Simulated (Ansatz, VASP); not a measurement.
**One calculation of ZnAu, two programs**

INCAR

```
SYSTEM = ZnAu
ALGO = Normal
EDIFF = 1E-6
ENCUT = 520
GGA = PS
ISIF = 2
ISMEAR = -1
LASPH = .TRUE.
LCHARG = .FALSE.
LREAL = .FALSE.
LWAVE = .FALSE.
NBANDS = 18
NELM = 60
PREC = Accurate
SIGMA = 0.05
```

KPOINTS

```
k-points
0
G
  13 13 13
  0 0 0
```

POSCAR

```
ZnAu
1.0
    3.1182316222      0.0000000000      0.0000000000
    0.0000000000      3.1182316222      0.0000000000
    0.0000000000      0.0000000000      3.1182316222
Zn Au
1 1
Direct
    0.5000000000      0.5000000000      0.5000000000
    0.0000000000      0.0000000000      0.0000000000
```

Input for Ansatz:

```yaml
crystal:
  lattice:
    - [3.1182316222, 0.0, 0.0]
    - [0.0, 3.1182316222, 0.0]
    - [0.0, 0.0, 3.1182316222]
  atoms:
    - { symbol: Zn, position: [0.5, 0.5, 0.5] }
    - { symbol: Au, position: [0.0, 0.0, 0.0] }
kpoints:
  mp_grid: { grid: [13, 13, 13] }
scf:
  occupations: { method: fermi_dirac, width: 0.05 }
hamiltonian:
  xc: pbesol
  pseudopotentials: { kind: all_electron, lapw: { basis_error: 0.001 } }
output:
  forces: true
  stress: true
  eigenvalues: true
```

Change from the starting cell: volume scaled by 0.97.

Alike in both runs: task single point; functional PBEsol; k mesh 13 × 13 × 13; occupations fermi-dirac, width 0.05 eV; no spin polarisation.

```csv
,VASP,Ansatz
version,VASP 6.6.1,Ansatz 0.2.0
potentials or method,"VASP PAW PBE potentials, release 64 (Zn, Au), cutoff 520 eV","all-electron LAPW, scalar-relativistic"
```

|  | VASP | Ansatz | Ansatz less VASP |
| --- | --- | --- | --- |
| pressure (GPa) | 1.6 | 1.5 | -0.14 |

VASP's potentials were made for PBE, not for PBEsol. Ansatz ran all-electron here, and VASP with PAW potentials.

Spin-orbit coupling is off throughout.
